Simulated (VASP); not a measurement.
# RbBr (Fm-3m) in VASP: a series of runs

RbBr is run at these levels: LDA; tasks: electric field gradients.

Program: VASP 6.6.1. These are calculated values, not measurements. Logs are shortened: lines on timing, memory, paths and dates and some standing lists are left out, and cuts for length are marked.

## 1. The cell of the first run

The structure is cubic, space group Fm-3m (No. 225). The conventional cell has a = 7.047 Å, b = 7.047 Å, c = 7.047 Å, α = 90.00°, β = 90.00°, γ = 90.00°. Rb (site symmetry m-3m) has 6 Br at 3.52 Å within 4.6 Å. Br (site symmetry m-3m) has 6 Rb at 3.52 Å within 4.6 Å.

## 2. Electric field gradients, LDA (43.75 Å³/atom)

Contents of INCAR:

```
SYSTEM = RbBr
  ALGO = Normal
  EDIFF = 1E-8
  ENCUT = 520
  GGA = CA
  ISIF = 2
  ISMEAR = -1
  LASPH = .True.
  LCHARG = .False.
  LEFG = .True.
  LREAL = .False.
  LWAVE = .False.
  NBANDS = 15
  NELM = 80
  PREC = Accurate
  SIGMA = 0.03
```

Contents of KPOINTS:

```
k-points
0
Gamma
  6 6 6
  0 0 0
```

Contents of POSCAR:

```
RbBr
1.0
    0.0000000000      3.5237313002      3.5237313002
    3.5237313002      0.0000000000      3.5237313002
    3.5237313002      3.5237313002      0.0000000000
Rb Br
1 1
Direct
    0.0000000000      0.0000000000      0.0000000000
    0.5000000000      0.5000000000      0.5000000000
```

Potentials or basis: VASP PAW LDA potentials, release 64 (Rb_sv, Br).

On the command line:

```sh
cat potpaw_LDA.64/Rb_sv/POTCAR potpaw_LDA.64/Br/POTCAR > POTCAR
mpirun -np 1 vasp_std > vasp.out
```

OUTCAR:

```text
SYSTEM = RbBr
   EDIFF = 1E-8
   ENCUT = 520
   GGA = CA
   ISIF = 2
   ISMEAR = -1
   LASPH = .True.
   LREAL = .False.
   NELM = 80
   PREC = Accurate

 ion  position               nearest neighbor table
   1  0.000  0.000  0.000-   2 3.52   2 3.52   2 3.52   2 3.52   2 3.52   2 3.52
   2  0.500  0.500  0.500-   1 3.52   1 3.52   1 3.52   1 3.52   1 3.52   1 3.52

  LATTYP: Found a face centered cubic cell.
 ALAT       =     7.0474626004

  Lattice vectors:

 A1 = (   0.0000000000,   3.5237313002,   3.5237313002)
 A2 = (   3.5237313002,   0.0000000000,   3.5237313002)
 A3 = (   3.5237313002,   3.5237313002,   0.0000000000)

Analysis of symmetry for initial positions (statically):
=====================================================================
 Subroutine PRICEL returns:
 Original cell was already a primitive cell.

 Routine SETGRP: Setting up the symmetry group for a
 face centered cubic supercell.

 Subroutine GETGRP returns: Found 48 space group operations
 (whereof 48 operations were pure point group operations)
 out of a pool of 48 trial point group operations.

The static configuration has the point symmetry O_h .

Analysis of symmetry for dynamics (positions and initial velocities):
=====================================================================
 Subroutine PRICEL returns:
 Original cell was already a primitive cell.

 Routine SETGRP: Setting up the symmetry group for a
 face centered cubic supercell.

 Subroutine GETGRP returns: Found 48 space group operations
 (whereof 48 operations were pure point group operations)
 out of a pool of 48 trial point group operations.

The dynamic configuration has the point symmetry O_h .

 Subroutine INISYM returns: Found 48 space group operations
 (whereof 48 operations are pure point group operations),
 and found     1 'primitive' translations

----------------------------------------------------------------------------------------

                                     Primitive cell

  volume of cell :      87.5061

  direct lattice vectors                    reciprocal lattice vectors
     0.000000000  3.523731300  3.523731300    -0.141895042  0.141895042  0.141895042
     3.523731300  0.000000000  3.523731300     0.141895042 -0.141895042  0.141895042
     3.523731300  3.523731300  0.000000000     0.141895042  0.141895042 -0.141895042

  length of vectors
     4.983308595  4.983308595  4.983308595     0.245769422  0.245769422  0.245769422

  position of ions in fractional coordinates (direct lattice)
     0.000000000  0.000000000  0.000000000
     0.500000000  0.500000000  0.500000000

  ion indices of the primitive-cell ions
   primitive index   ion index
                 1           1
                 2           2

----------------------------------------------------------------------------------------

 KPOINTS: k-points

Automatic generation of k-mesh.
 Grid dimensions read from file:
 generate k-points for:    6    6    6

 Generating k-lattice:

  Cartesian coordinates                     Fractional coordinates (reciprocal lattice)
    -0.023649174  0.023649174  0.023649174     0.166666667  0.000000000  0.000000000
     0.023649174 -0.023649174  0.023649174     0.000000000  0.166666667  0.000000000
     0.023649174  0.023649174 -0.023649174     0.000000000  0.000000000  0.166666667

  Length of vectors
     0.040961570  0.040961570  0.040961570

  Shift w.r.t. Gamma in fractional coordinates (k-lattice)
     0.000000000  0.000000000  0.000000000

 Subroutine IBZKPT returns following result:
 ===========================================

 Found     16 irreducible k-points:

 Following reciprocal coordinates:
            Coordinates               Weight
  0.000000  0.000000  0.000000      1.000000
  0.166667  0.000000  0.000000      8.000000
  0.333333  0.000000  0.000000      8.000000
  0.500000  0.000000  0.000000      4.000000
  0.166667  0.166667  0.000000      6.000000
  0.333333  0.166667  0.000000     24.000000
[... 8 lines left out ...]
 -0.333333  0.333333  0.166667     24.000000
 -0.333333  0.500000  0.166667     12.000000
   k-points           NKPTS =     16   k-points in BZ     NKDIM =     16   number of bands    NBANDS=     15
   number of dos      NEDOS =    301   number of ions     NIONS =      2
   total plane-waves  NPLWV =  64000
   dimension x,y,z NGX =    40 NGY =   40 NGZ =   40
   dimension x,y,z NGXF=    80 NGYF=   80 NGZF=   80
   ions per type =               1   1
   NGX,Y,Z   is equivalent  to a cutoff of  13.34, 13.34, 13.34 a.u.
   NGXF,Y,Z  is equivalent  to a cutoff of  26.69, 26.69, 26.69 a.u.
 SYSTEM =  RbBr
   PREC   = accura    normal or accurate (medium, high low for compatibility)
   ISTART =      0    job   : 0-new  1-cont  2-samecut
   ICHARG =      2    charge: 1-file 2-atom 10-const
   ISPIN  =      1    spin polarized calculation?
   LNONCOLLINEAR =      F non collinear calculations
   LSORBIT =      F    spin-orbit coupling
   LASPH  =      T    aspherical Exc in radial PAW
   ENCUT  =  520.0 eV  38.22 Ry    6.18 a.u.   9.27  9.27  9.27*2*pi/ulx,y,z
   NELM   =     80;   NELMIN=  2; NELMDL= -5     # of ELM steps
   EDIFF  = 0.1E-07   stopping-criterion for ELM
   LREAL  =      F    real-space projection
   EDIFFG = 0.1E-06   stopping-criterion for IOM
   NSW    =      0    number of steps for IOM
   IBRION =     -1    ionic relax: 0-MD 1-quasi-New 2-CG
   NFREE  =      0    steps in history (QN), initial steepest desc. (CG)
   ISIF   =      2    stress and relaxation
   ISYM   =      2    0-nonsym 1-usesym 2-fastsym
   POTIM  = 0.5000    time-step for ionic-motion
   TEBEG  =    0.0;   TEEND  =   0.0 temperature during run
   PSTRESS=    0.0 pullay stress
   NELECT =      16.0000    total number of electrons
   NUPDOWN=      -1.0000    fix difference up-down
   EMIN   =  10.00;   EMAX   =-10.00  energy-range for DOS
   EFERMI =   0.00;   METHOD = LEGACY
   ISMEAR =    -1;   SIGMA  =   0.03  broadening in eV -4-tet -1-fermi 0-gaus
   EFERMI_NEDOS =   21; number of points for ismear=-14 and -15
   IALGO  =     38    algorithm
   IMIX   =      4    mixing-type and parameters
     AMIX     =   0.40;   BMIX     =  1.00
     AMIX_MAG =   1.60;   BMIX_MAG =  1.00
  volume/ion in A,a.u.               =      43.75       295.26
  Fermi-wavevector in a.u.,A,eV,Ry     =   0.929185  1.755904 11.747055  0.863384
  Thomas-Fermi vector in A             =   2.055441
   LORBIT       =      0    0 simple, 1 ext, 2 COOP (PROOUT), +10 PAW based schemes
   GGA     = CA    functional components
   LHFCALC =     F    Hartree Fock is set to
   AEXX    =    0.0000 exact exchange contribution
   IVDW    =     0    specifies the selected vdW correction
   LEPSILON=     F    determine dielectric tensor
   LRPA    =     F    only Hartree local field effects (RPA)
 non-spin polarized calculation
  energy-cutoff  :      520.00
  volume of cell :       87.51
 maximum number of plane-waves:      2397
 NGX is ok and might be reduce to    40
   NGX = 19   NGY = 19   NGZ = 19

 number of electron      16.0000000 magnetization

 Free energy of the ion-electron system (eV)
  ---------------------------------------------------
  ext. energy  EPLUGINS =         0.00000000
  ---------------------------------------------------
  free energy    TOTEN  =        -6.62377515 eV

  energy without entropy =       -6.62377515  energy(sigma->0) =       -6.62377515

 E-fermi :  -1.5649     XC(G=0):  -7.4121

 val. band max:       -2.2576503880   @ k =   0.0000   0.0000   0.0000
 cond. band min:       1.5142033558   @ k =   0.0000   0.0000   0.0000
 fundamental gap:      3.7718537438
 Fermi energy:        -1.5648908108

 k-point     1 :       0.0000    0.0000    0.0000
  band No.  band energies     occupation
      1     -26.7059      2.00000
      2     -14.3906      2.00000
      3     -10.8398      2.00000
      4     -10.8398      2.00000
      5     -10.8398      2.00000
      6      -2.2577      2.00000
      7      -2.2577      2.00000
      8      -2.2577      2.00000
      9       1.5142      0.00000
     10       4.7419      0.00000
     11       4.7419      0.00000
     12       4.7419      0.00000
     13       5.6243      0.00000
     14       5.6243      0.00000
[... 257 lines left out ...]
      2     -14.3602      2.00000
      3     -10.9602      2.00000
      4     -10.9173      2.00000
      5     -10.8476      2.00000
      6      -2.6739      2.00000
      7      -2.6325      2.00000
      8      -2.5196      2.00000
      9       3.7494      0.00000
     10       4.9443      0.00000
     11       5.2085      0.00000
     12       6.1072      0.00000
     13       7.2914      0.00000
     14       8.1283      0.00000
     15       8.3976      0.00000

------------------------ aborting loop because EDIFF is reached ----------------------------------------

  FORCE on cell =-STRESS in cart. coord.  units (eV):
  Direction    XX          YY          ZZ          XY          YZ          ZX
  --------------------------------------------------------------------------------------
  -------------------------------------------------------------------------------------
  Total       -1.0748285     -1.0748285     -1.0748285     -0.0000000      0.0000000     -0.0000000
  in kB      -19.6793796    -19.6793796    -19.6793796     -0.0000000      0.0000000     -0.0000000
  external PRESSURE =     -19.6793796 kB  Pullay stress =       0.0000000 kB

 VOLUME and BASIS-vectors are now :
 -----------------------------------------------------------------------------
  energy-cutoff  :      520.00
  volume of cell :       87.51
      direct lattice vectors                 reciprocal lattice vectors
     0.000000000  3.523731300  3.523731300    -0.141895042  0.141895042  0.141895042
     3.523731300  0.000000000  3.523731300     0.141895042 -0.141895042  0.141895042
     3.523731300  3.523731300  0.000000000     0.141895042  0.141895042 -0.141895042

 POSITION                                       TOTAL-FORCE (eV/Angst)
 -----------------------------------------------------------------------------------
      0.00000      0.00000      0.00000         0.000000      0.000000      0.000000
      3.52373      3.52373      3.52373         0.000000      0.000000      0.000000
 -----------------------------------------------------------------------------------
    total drift:                                0.000000     -0.000000      0.000000

  FREE ENERGIE OF THE ION-ELECTRON SYSTEM (eV)
  ---------------------------------------------------
  free  energy   TOTEN  =        -6.6237751528 eV

  energy  without entropy=       -6.6237751528  energy(sigma->0) =       -6.62377515

 Electric field gradients (V/A^2)
---------------------------------------------------------------------
 ion       V_xx      V_yy      V_zz      V_xy      V_xz      V_yz
---------------------------------------------------------------------
   1       0.000     0.000     0.000     0.000     0.000     0.000
   2       0.000     0.000    -0.000    -0.000    -0.000    -0.000
---------------------------------------------------------------------

 Electric field gradients after diagonalization (V/A^2)
 (convention: |V_zz| > |V_xx| > |V_yy|)
----------------------------------------------------------------------
 ion       V_xx      V_yy      V_zz     asymmetry (V_yy - V_xx)/ V_zz
----------------------------------------------------------------------
   1      -0.000    -0.000     0.000       0.000
   2       0.000     0.000    -0.001       0.000
----------------------------------------------------------------------

           NMR quadrupolar parameters

 Cq : quadrupolar parameter    Cq=e*Q*V_zz/h
 eta: asymmetry parameters     (V_yy - V_xx)/ V_zz
 Q  : nuclear electric quadrupole moment in mb (millibarn)
----------------------------------------------------------------------
 ion       Cq(MHz)       eta       Q (mb)
----------------------------------------------------------------------
   1       0.000       0.000       1.000
   2      -0.000       0.000       1.000
----------------------------------------------------------------------
```

Wall time 67 s (1 thread of Intel Xeon 8259CL, shared host); peak memory 0.2 GiB.

Results:

| Property | Result |
| --- | --- |
| Free energy | -6.6238 eV |
| Pressure | -2.0 GPa |
| Band gap on the k mesh | 3.77 eV |
| Largest electric field gradient by atom | zero within the noise of the run |

## 3. Electric field gradients, LDA (43.75 Å³/atom)

Contents of INCAR:

```
ALGO = Normal
EDIFF = 1E-8
ENCUT = 520
GGA = CA
ISIF = 2
ISMEAR = -1
LASPH = True
LCHARG = False
LEFG = True
LREAL = False
LWAVE = False
NBANDS = 15
NELM = 100
PREC = Accurate
SIGMA = 0.03
```

Contents of KPOINTS:

```
k-points
0
Gamma
  6 6 6
```

POSCAR is that of step 2.

Potentials or basis: VASP PAW LDA potentials, release 64 (Rb_sv, Br).

On the command line:

```sh
cat potpaw_LDA.64/Rb_sv/POTCAR potpaw_LDA.64/Br/POTCAR > POTCAR
mpirun -np 1 vasp_std > vasp.out
```

OUTCAR:

```text
EDIFF = 1E-8
   ENCUT = 520
   GGA = CA
   ISIF = 2
   ISMEAR = -1
   LASPH = True
   LREAL = False
   NELM = 100
   PREC = Accurate

 ion  position               nearest neighbor table
   1  0.000  0.000  0.000-   2 3.52   2 3.52   2 3.52   2 3.52   2 3.52   2 3.52
   2  0.500  0.500  0.500-   1 3.52   1 3.52   1 3.52   1 3.52   1 3.52   1 3.52

  LATTYP: Found a face centered cubic cell.
 ALAT       =     7.0474626004

  Lattice vectors:

 A1 = (   0.0000000000,   3.5237313002,   3.5237313002)
 A2 = (   3.5237313002,   0.0000000000,   3.5237313002)
 A3 = (   3.5237313002,   3.5237313002,   0.0000000000)

Analysis of symmetry for initial positions (statically):
=====================================================================
 Subroutine PRICEL returns:
 Original cell was already a primitive cell.

 Routine SETGRP: Setting up the symmetry group for a
 face centered cubic supercell.

 Subroutine GETGRP returns: Found 48 space group operations
 (whereof 48 operations were pure point group operations)
 out of a pool of 48 trial point group operations.

The static configuration has the point symmetry O_h .

Analysis of symmetry for dynamics (positions and initial velocities):
=====================================================================
 Subroutine PRICEL returns:
 Original cell was already a primitive cell.

 Routine SETGRP: Setting up the symmetry group for a
 face centered cubic supercell.

 Subroutine GETGRP returns: Found 48 space group operations
 (whereof 48 operations were pure point group operations)
 out of a pool of 48 trial point group operations.
[... 422 lines left out ...]
      4     -10.9173      2.00000
      5     -10.8476      2.00000
      6      -2.6739      2.00000
      7      -2.6325      2.00000
      8      -2.5196      2.00000
      9       3.7494      0.00000
     10       4.9443      0.00000
     11       5.2085      0.00000
     12       6.1072      0.00000
     13       7.2914      0.00000
     14       8.1283      0.00000
     15       8.3976      0.00000

------------------------ aborting loop because EDIFF is reached ----------------------------------------

  FORCE on cell =-STRESS in cart. coord.  units (eV):
  Direction    XX          YY          ZZ          XY          YZ          ZX
  --------------------------------------------------------------------------------------
  -------------------------------------------------------------------------------------
  Total       -1.0748285     -1.0748285     -1.0748285     -0.0000000      0.0000000     -0.0000000
  in kB      -19.6793796    -19.6793796    -19.6793796     -0.0000000      0.0000000     -0.0000000
  external PRESSURE =     -19.6793796 kB  Pullay stress =       0.0000000 kB

 VOLUME and BASIS-vectors are now :
 -----------------------------------------------------------------------------
  energy-cutoff  :      520.00
  volume of cell :       87.51
      direct lattice vectors                 reciprocal lattice vectors
     0.000000000  3.523731300  3.523731300    -0.141895042  0.141895042  0.141895042
     3.523731300  0.000000000  3.523731300     0.141895042 -0.141895042  0.141895042
     3.523731300  3.523731300  0.000000000     0.141895042  0.141895042 -0.141895042

 POSITION                                       TOTAL-FORCE (eV/Angst)
 -----------------------------------------------------------------------------------
      0.00000      0.00000      0.00000         0.000000      0.000000      0.000000
      3.52373      3.52373      3.52373         0.000000      0.000000      0.000000
 -----------------------------------------------------------------------------------
    total drift:                                0.000000     -0.000000      0.000000

  FREE ENERGIE OF THE ION-ELECTRON SYSTEM (eV)
  ---------------------------------------------------
  free  energy   TOTEN  =        -6.6237751528 eV

  energy  without entropy=       -6.6237751528  energy(sigma->0) =       -6.62377515

 Electric field gradients (V/A^2)
---------------------------------------------------------------------
 ion       V_xx      V_yy      V_zz      V_xy      V_xz      V_yz
---------------------------------------------------------------------
   1       0.000     0.000     0.000     0.000     0.000     0.000
   2       0.000     0.000    -0.000    -0.000    -0.000    -0.000
---------------------------------------------------------------------

 Electric field gradients after diagonalization (V/A^2)
 (convention: |V_zz| > |V_xx| > |V_yy|)
----------------------------------------------------------------------
 ion       V_xx      V_yy      V_zz     asymmetry (V_yy - V_xx)/ V_zz
----------------------------------------------------------------------
   1      -0.000    -0.000     0.000       0.000
   2       0.000     0.000    -0.001       0.000
----------------------------------------------------------------------

           NMR quadrupolar parameters

 Cq : quadrupolar parameter    Cq=e*Q*V_zz/h
 eta: asymmetry parameters     (V_yy - V_xx)/ V_zz
 Q  : nuclear electric quadrupole moment in mb (millibarn)
----------------------------------------------------------------------
 ion       Cq(MHz)       eta       Q (mb)
----------------------------------------------------------------------
   1       0.000       0.000       1.000
   2      -0.000       0.000       1.000
----------------------------------------------------------------------
```

OSZICAR:

```text
N       E                     dE             d eps       ncg     rms          rms(c)
DAV:   1     0.836418612595E+02    0.83642E+02   -0.64613E+03   480   0.900E+02
DAV:   2    -0.508877905330E+00   -0.84151E+02   -0.77371E+02   681   0.157E+02
DAV:   3    -0.669990610149E+01   -0.61910E+01   -0.61505E+01   655   0.453E+01
DAV:   4    -0.688325328278E+01   -0.18335E+00   -0.18332E+00   692   0.718E+00
DAV:   5    -0.688430418553E+01   -0.10509E-02   -0.10509E-02   655   0.576E-01    0.253E+00
DAV:   6    -0.665624563202E+01    0.22806E+00   -0.25561E-01   550   0.225E+00    0.163E+00
DAV:   7    -0.662297488839E+01    0.33271E-01   -0.84131E-02   613   0.141E+00    0.846E-01
DAV:   8    -0.662370174473E+01   -0.72686E-03   -0.85804E-03   590   0.479E-01    0.101E-01
DAV:   9    -0.662369496836E+01    0.67764E-05   -0.58466E-04   613   0.107E-01    0.494E-02
DAV:  10    -0.662377320780E+01   -0.78239E-04   -0.79249E-05   510   0.544E-02    0.788E-03
DAV:  11    -0.662377509693E+01   -0.18891E-05   -0.73195E-06   620   0.146E-02    0.662E-03
DAV:  12    -0.662377517585E+01   -0.78925E-07   -0.23862E-06   508   0.645E-03    0.239E-03
DAV:  13    -0.662377515376E+01    0.22096E-07   -0.85005E-08   634   0.162E-03    0.864E-04
DAV:  14    -0.662377515276E+01    0.99544E-09   -0.23256E-08   550   0.808E-04
   1 F= -.66237752E+01 E0= -.66237752E+01  d E =-.452535E-11
```

It took 72 s on 1 thread of Intel Xeon 8259CL, shared host; peak memory 0.2 GiB.

What came out:

```
Free energy                             : -6.6238 eV
Pressure                                : -2.0 GPa
Band gap on the k mesh                  : 3.77 eV
Largest electric field gradient by atom : zero within the noise of the run
```

Levels at points of the mesh, in eV from the valence-band top:
```tsv
k point	band 6	band 7	band 8	band 9	band 10	band 11
(0.00, 0.00, 0.00)	0.00	0.00	0.00	3.77	7.00	7.00
(0.50, 0.00, 0.00)	-0.92	-0.30	-0.30	6.25	7.11	9.01
(0.50, 0.50, 0.00)	-0.48	-0.16	-0.16	5.38	6.49	8.41
```
